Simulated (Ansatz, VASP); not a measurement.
# Two plane-wave programs on C

```xyz
2
Lattice="0.0000 1.7858 1.7858 1.7858 0.0000 1.7858 1.7858 1.7858 0.0000" Properties=species:S:1:pos:R:3 pbc="T T T"
C     0.0000    0.0000    0.0000
C     0.8929    0.8929    0.8929
```

Alike in both runs: functional PBE; k mesh 12 × 12 × 12; occupations gaussian, width 0.02 eV; no spin polarisation.

Ansatz relaxed the structure, and its values are those at the end. VASP's run is a single point on that final structure, the one shown.

|  | VASP | Ansatz |
| --- | --- | --- |
| version | VASP 6.6.1 | Ansatz 0.2.0 |
| potentials or method | VASP PAW PBE potentials, release 64 (C), cutoff 600 eV | scalar-relativistic, plane waves, PAW |
| valence electrons in the cell | 8 | 8 |

```tsv
	VASP	Ansatz	Ansatz less VASP
gap on the k mesh at the Fermi level (eV)	4.14	4.15	+0.006
least direct gap on the mesh (eV)	5.58	5.58	+0.004
pressure (GPa)	0.0	0.0	+0.01
```
